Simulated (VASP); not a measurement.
Runs of VASP 6.6.1 on Al. The structure is that of space group Im-3m (No. 229), or close to it. The cells are those of the table. 

| task | spin | cell | k mesh | cutoff (eV) | gap on the mesh (eV) | pressure (GPa) |
| --- | --- | --- | --- | --- | --- | --- |
| relaxation of cell and atoms | off | relaxed from a = 2.784 Å, angles 109.5°, 1 atom | 14 × 14 × 14 | 600 | none | 0.0 |
| single point | non-collinear, zero start, SOC | a = 2.804 Å, angles 109.5°, 1 atom | 14 × 14 × 14 | 520 | - | -0.1 |
| single point | off | a = 2.766 Å, angles 109.5°, 1 atom | 15 × 15 × 15 | 520 | none | 2.8 |
| single point | off | a = 2.841 Å, angles 109.5°, 1 atom | 15 × 15 × 15 | 520 | none | -2.6 |
| single point | off | a = 2.804 Å, angles 109.5°, 1 atom | 15 × 15 × 15 | 520 | none | (a) |
| single point | off | a = 2.687 Å, angles 109.5°, 1 atom | 15 × 15 × 15 | 520 | none | 11.3 |
| single point | off | a = 2.877 Å, angles 109.5°, 1 atom | 15 × 15 × 15 | 520 | none | (b) |
| single point | off | a = 2.804 Å, angles 109.5°, 1 atom | 14 × 14 × 14 | 520 | none | -0.1 |

Alike in all rows: level PBE; potentials or basis VASP PAW PBE potentials, release 64 (Al); smearing fermi-dirac 0.1 eV.

Estimate the missing entries.

(a) -0.2; (b) -4.6.

A gap of «none» marks levels without a gap at the run's occupations.
